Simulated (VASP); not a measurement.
# La4ZnCu (F-43m) in VASP: further runs

La4ZnCu is run at these levels: PBE; tasks: single point, relaxation of cell and atoms.

Everything below comes from runs of VASP 6.6.1. Logs are shortened: lines on timing, memory, paths and dates and some standing lists are left out, and cuts for length are marked.

## Step 1: The cell of the first run

The structure is cubic, space group F-43m (No. 216). Conventional cell: a = 8.465 Å, b = 8.465 Å, c = 8.465 Å, α = 90.00°, β = 90.00°, γ = 90.00°. Within 3.9 Å of La (site symmetry 3m) lie 6 La at 2.99 Å and 3 Cu at 3.51 Å and 3 Zn at 3.51 Å. Within 4.6 Å of Zn (site symmetry -43m) lie 12 La at 3.51 Å and 4 Cu at 3.67 Å. Within 4.6 Å of Cu (site symmetry -43m) lie 12 La at 3.51 Å and 4 Zn at 3.67 Å.

The cell was generated, and may not be a known phase.

## Step 2: Single point, PBE

Input file INCAR:

```
ALGO     = Normal         # electronic algorithm
EDIFF    = 1E-7           # SCF threshold, eV
ENCUT    = 520            # plane-wave cutoff, eV
GGA      = PE             # functional
ISIF     = 2              # what is computed and relaxed
ISMEAR   = 0              # smearing method
LASPH    = T              # aspherical terms in the spheres
LCHARG   = F              # write CHGCAR
LREAL    = F              # projectors in reciprocal space
LWAVE    = F              # write WAVECAR
NBANDS   = 42             # bands
NELM     = 100            # most SCF steps
PREC     = Accurate       # precision mode
SIGMA    = 0.1            # smearing width, eV
```

Input file KPOINTS:

```
k-points
0
Gamma
  4 4 4
```

Input file POSCAR:

```
La4ZnCu
1.0
    0.0000000000      4.2323205700      4.2323205700
    4.2323205700      0.0000000000      4.2323205700
    4.2323205700      4.2323205700      0.0000000000
La Zn Cu
4 1 1
Direct
    0.8752640200      0.3749119900      0.3749119900
    0.3749119900      0.3749119900      0.3749119900
    0.3749119900      0.8752640200      0.3749119900
    0.3749119900      0.3749119900      0.8752640200
    0.7500000000      0.7500000000      0.7500000000
    0.0000000000      0.0000000000      0.0000000000
```

Potentials or basis: VASP PAW PBE potentials, release 64 (La, Zn, Cu).

Launch:

```
> cat potpaw_PBE.64/La/POTCAR potpaw_PBE.64/Zn/POTCAR potpaw_PBE.64/Cu/POTCAR > POTCAR
> mpirun -np 1 vasp_std > vasp.out
```

OUTCAR:

```text
EDIFF = 1E-7
   ENCUT = 520
   GGA = PE
   ISIF = 2
   ISMEAR = 0
   LASPH = T
   LREAL = F
   NELM = 100
   PREC = Accurate

 ion  position               nearest neighbor table
   1  0.875  0.375  0.375-   2 2.99   3 2.99   4 2.99   3 2.99   4 2.99   2 2.99
   2  0.375  0.375  0.375-   1 2.99   3 2.99   4 2.99   1 2.99   3 2.99   4 2.99
   3  0.375  0.875  0.375-   1 2.99   2 2.99   4 2.99   1 2.99   4 2.99   2 2.99
   4  0.375  0.375  0.875-   1 2.99   2 2.99   3 2.99   3 2.99   1 2.99   2 2.99
   5  0.750  0.750  0.750-
   6  0.000  0.000  0.000-

  LATTYP: Found a face centered cubic cell.
 ALAT       =     8.4646411400

  Lattice vectors:

 A1 = (   0.0000000000,   4.2323205700,   4.2323205700)
 A2 = (   4.2323205700,   0.0000000000,   4.2323205700)
 A3 = (   4.2323205700,   4.2323205700,   0.0000000000)

Analysis of symmetry for initial positions (statically):
=====================================================================
 Subroutine PRICEL returns:
 Original cell was already a primitive cell.

 Routine SETGRP: Setting up the symmetry group for a
 face centered cubic supercell.

 Subroutine GETGRP returns: Found 24 space group operations
 (whereof 24 operations were pure point group operations)
 out of a pool of 48 trial point group operations.

The static configuration has the point symmetry T_d .

Analysis of symmetry for dynamics (positions and initial velocities):
=====================================================================
 Subroutine PRICEL returns:
 Original cell was already a primitive cell.

 Routine SETGRP: Setting up the symmetry group for a
 face centered cubic supercell.

 Subroutine GETGRP returns: Found 24 space group operations
 (whereof 24 operations were pure point group operations)
 out of a pool of 48 trial point group operations.

The dynamic configuration has the point symmetry T_d .

 Subroutine INISYM returns: Found 24 space group operations
 (whereof 24 operations are pure point group operations),
 and found     1 'primitive' translations

----------------------------------------------------------------------------------------

                                     Primitive cell

  volume of cell :     151.6232

  direct lattice vectors                    reciprocal lattice vectors
[... 78 lines left out ...]
   EDIFF  = 0.1E-06   stopping-criterion for ELM
   LREAL  =      F    real-space projection
   EDIFFG = 0.1E-05   stopping-criterion for IOM
   NSW    =      0    number of steps for IOM
   IBRION =     -1    ionic relax: 0-MD 1-quasi-New 2-CG
   NFREE  =      0    steps in history (QN), initial steepest desc. (CG)
   ISIF   =      2    stress and relaxation
   ISYM   =      2    0-nonsym 1-usesym 2-fastsym
   POTIM  = 0.5000    time-step for ionic-motion
   TEBEG  =    0.0;   TEEND  =   0.0 temperature during run
   PSTRESS=    0.0 pullay stress
   NELECT =      67.0000    total number of electrons
   NUPDOWN=      -1.0000    fix difference up-down
   EMIN   =  10.00;   EMAX   =-10.00  energy-range for DOS
   EFERMI =   0.00;   METHOD = LEGACY
   ISMEAR =     0;   SIGMA  =   0.10  broadening in eV -4-tet -1-fermi 0-gaus
   EFERMI_NEDOS =   21; number of points for ismear=-14 and -15
   IALGO  =     38    algorithm
   IMIX   =      4    mixing-type and parameters
     AMIX     =   0.40;   BMIX     =  1.00
     AMIX_MAG =   1.60;   BMIX_MAG =  1.00
  volume/ion in A,a.u.               =      25.27       170.53
  Fermi-wavevector in a.u.,A,eV,Ry     =   1.246937  2.356369 21.155047  1.554852
  Thomas-Fermi vector in A             =   2.381092
   LORBIT       =      0    0 simple, 1 ext, 2 COOP (PROOUT), +10 PAW based schemes
   GGA     = PE    functional components
   LHFCALC =     F    Hartree Fock is set to
   AEXX    =    0.0000 exact exchange contribution
   IVDW    =     0    specifies the selected vdW correction
   LEPSILON=     F    determine dielectric tensor
   LRPA    =     F    only Hartree local field effects (RPA)
 non-spin polarized calculation
 Gauss-broadening in eV      SIGMA  =   0.10
  energy-cutoff  :      520.00
  volume of cell :      151.62
 maximum number of plane-waves:      4128
 NGX is ok and might be reduce to    48
   NGX = 23   NGY = 23   NGZ = 23

 number of electron      66.9999989 magnetization

 Free energy of the ion-electron system (eV)
  ---------------------------------------------------
  ext. energy  EPLUGINS =         0.00000000
  ---------------------------------------------------
  free energy    TOTEN  =       -20.23639665 eV

  energy without entropy =      -20.20902217  energy(sigma->0) =      -20.22270941

 E-fermi :   8.5463     XC(G=0): -10.4931

 val. band max:        8.5347316379   @ k =   0.5000   0.5000   0.0000
 cond. band min:       8.5721732974   @ k =   0.2500   0.2500   0.0000
 fundamental gap:      0.0374416595
 Fermi energy:         8.5462805687

 k-point     1 :       0.0000    0.0000    0.0000
  band No.  band energies     occupation
      1     -24.7315      2.00000
      2     -23.4539      2.00000
      3     -23.4539      2.00000
      4     -23.4539      2.00000
      5     -11.4548      2.00000
      6      -9.2823      2.00000
[... 349 lines left out ...]
     41       9.9817      0.00000
     42      10.0700      0.00000

------------------------ aborting loop because EDIFF is reached ----------------------------------------

  FORCE on cell =-STRESS in cart. coord.  units (eV):
  Direction    XX          YY          ZZ          XY          YZ          ZX
  --------------------------------------------------------------------------------------
  -------------------------------------------------------------------------------------
  Total        9.2030014      9.2030014      9.2030014      0.0000000      0.0000000      0.0000000
  in kB       97.2465967     97.2465967     97.2465967      0.0000000      0.0000000      0.0000000
  external PRESSURE =      97.2465967 kB  Pullay stress =       0.0000000 kB

 VOLUME and BASIS-vectors are now :
 -----------------------------------------------------------------------------
  energy-cutoff  :      520.00
  volume of cell :      151.62
      direct lattice vectors                 reciprocal lattice vectors
     0.000000000  4.232320570  4.232320570    -0.118138499  0.118138499  0.118138499
     4.232320570  0.000000000  4.232320570     0.118138499 -0.118138499  0.118138499
     4.232320570  4.232320570  0.000000000     0.118138499  0.118138499 -0.118138499

 POSITION                                       TOTAL-FORCE (eV/Angst)
 -----------------------------------------------------------------------------------
      3.17350      5.29115      5.29115         0.030198     -0.030198     -0.030198
      3.17350      3.17350      3.17350         0.030198      0.030198      0.030198
      5.29115      3.17350      5.29115        -0.030198      0.030198     -0.030198
      5.29115      5.29115      3.17350        -0.030198     -0.030198      0.030198
      6.34848      6.34848      6.34848        -0.000000     -0.000000     -0.000000
      0.00000      0.00000      0.00000        -0.000000     -0.000000     -0.000000
 -----------------------------------------------------------------------------------
    total drift:                                0.000100      0.000100      0.000100

  FREE ENERGIE OF THE ION-ELECTRON SYSTEM (eV)
  ---------------------------------------------------
  free  energy   TOTEN  =       -20.2363966487 eV

  energy  without entropy=      -20.2090221715  energy(sigma->0) =      -20.22270941
```

OSZICAR:

```text
N       E                     dE             d eps       ncg     rms          rms(c)
DAV:   1     0.796571674866E+03    0.79657E+03   -0.23910E+04   672   0.248E+03
DAV:   2     0.231593448634E+03   -0.56498E+03   -0.54826E+03   864   0.446E+02
DAV:   3     0.515211007809E+01   -0.22644E+03   -0.22230E+03  1120   0.292E+02
[... 41 lines left out ...]
DAV:  45    -0.202363983322E+02   -0.15444E-05   -0.16786E-05   880   0.435E-02    0.150E-02
DAV:  46    -0.202363961081E+02    0.22241E-05   -0.98370E-06   736   0.351E-02    0.632E-03
DAV:  47    -0.202363964501E+02   -0.34202E-06   -0.11922E-06   816   0.966E-03    0.315E-03
DAV:  48    -0.202363966042E+02   -0.15409E-06   -0.62616E-07   896   0.870E-03    0.483E-04
DAV:  49    -0.202363966487E+02   -0.44532E-07   -0.10779E-07   520   0.393E-03
   1 F= -.20236397E+02 E0= -.20222709E+02  d E =-.273745E-01
```

stdout:

```text
POSCAR found type information on POSCAR LaZnCu
 POSCAR found :  3 types and       6 ions
 scaLAPACK will be used
 LDA part: xc-table for (Slater+PW92), standard interpolation
 POSCAR, INCAR and KPOINTS ok, starting setup
 FFT: planning ... GRIDC
 FFT: planning ... GRID_SOFT
 FFT: planning ... GRID
 WAVECAR not read
 entering main loop
```

Run time: 5 min. Hardware: 1 thread of Intel Xeon Platinum 8259CL at 2.50GHz (Skylake/Cascade Lake), shared host; peak memory 0.36 GiB.

Results:

```
Free energy            : -20.2364 eV
Pressure               : 9.7 GPa
Largest force          : 0.052 eV/Å
Band gap on the k mesh : zero (an odd number of electrons rules out a gap without spin polarisation)
```

Forces in eV/Å, atoms in the order of the input:
```
La   0.030 -0.030 -0.030
La   0.030  0.030  0.030
La  -0.030  0.030 -0.030
La  -0.030 -0.030  0.030
Zn   0.000  0.000  0.000
Cu   0.000  0.000  0.000
```

Caveat: the cell stands under pressure; spin-orbit coupling is left out, which moves the levels of the heavy elements.

## Step 3: Relaxation of cell and atoms, PBE

Input file INCAR:

```
  PREC = Accurate
  ENCUT = 600
  EDIFF = 1E-6
  ISMEAR = 0
  SIGMA = 0.1
  LREAL = False
  LASPH = True
  NELM = 80
  ALGO = Normal
  ISIF = 3
  LWAVE = False
  LCHARG = False
  GGA = PE
  IBRION = 2
  NSW = 90
  EDIFFG = -0.04
```

Input file KPOINTS:

```
regular mesh
0
Gamma
  4 4 4
```

POSCAR is that of step 2.

Potentials or basis: VASP PAW PBE potentials, release 64 (La, Zn, Cu).

Launch:

```
> cat potpaw_PBE.64/La/POTCAR potpaw_PBE.64/Zn/POTCAR potpaw_PBE.64/Cu/POTCAR > POTCAR
> mpirun -np 1 vasp_std > vasp.out
```

It took 6.1 min on 1 thread of Intel Xeon Platinum 8259CL at 2.50GHz (Skylake/Cascade Lake), shared host; peak memory 0.39 GiB.

It converged, with:

| Property | Result |
| --- | --- |
| Free energy | -21.1228 eV |
| Relaxed volume | 31.08 Å³/atom |
| Relaxed cell | a = 6.413 Å, b = 6.413 Å, c = 6.413 Å, α = 60.00°, β = 60.00°, γ = 60.00° |
| Space group after relaxing (to 0.1 Å) | F-43m (No. 216) |
| Energy gained by relaxing | 147.3 meV/atom |
| Ionic steps | 3 |
| Pressure after relaxing | 0.0 GPa |
| Band gap on the k mesh | zero (an odd number of electrons rules out a gap without spin polarisation) |

Forces on the atoms (eV/Å):
```
La   0.001 -0.001 -0.001
La   0.001  0.001  0.001
La  -0.001  0.001 -0.001
La  -0.001 -0.001  0.001
Zn   0.000  0.000  0.000
Cu   0.000  0.000  0.000
```

The path:
```csv
step,energy change (eV),largest force (eV/Å),pressure (GPa),volume (Å³)
1,0.0000,0.0522,9.75,151.62
2,-0.8829,0.0029,-0.21,187.94
3,-0.8837,0.0023,0.02,186.46
```

Final structure:
```cif
data_structure
_symmetry_space_group_name_H-M 'P 1'
_symmetry_Int_Tables_number 1
_cell_length_a 6.4126
_cell_length_b 6.4126
_cell_length_c 6.4126
_cell_angle_alpha 60.000
_cell_angle_beta 60.000
_cell_angle_gamma 60.000
_cell_volume 186.46
loop_
_atom_site_label
_atom_site_type_symbol
_atom_site_fract_x
_atom_site_fract_y
_atom_site_fract_z
_atom_site_occupancy
La1 La 0.87477 0.37508 0.37508 1
La2 La 0.37508 0.37508 0.37508 1
La3 La 0.37508 0.87477 0.37508 1
La4 La 0.37508 0.37508 0.87477 1
Zn1 Zn 0.75000 0.75000 0.75000 1
Cu1 Cu 0.00000 0.00000 0.00000 1
```

Levels at points of the mesh, in eV from the Fermi level:
| k point | band 31 | band 32 | band 33 | band 34 | band 35 | band 36 | band 37 | band 38 |
| --- | --- | --- | --- | --- | --- | --- | --- | --- |
| (0.00, 0.00, 0.00) | -1.71 | -0.84 | -0.57 | -0.57 | -0.57 | -0.01 | -0.01 | 1.39 |
| (0.50, 0.00, 0.00) | -0.46 | -0.46 | -0.13 | -0.13 | 0.34 | 0.34 | 0.92 | 1.43 |
| (0.50, 0.50, 0.00) | -0.26 | -0.26 | -0.13 | -0.12 | 0.10 | 0.10 | 1.15 | 1.15 |

Caveat: the volume moved by over 15 % at a fixed basis, so the end points are rough; spin-orbit coupling is left out, which moves the levels of the heavy elements.

The gap in the log of VASP goes by the Fermi energy; the results here count the filled bands.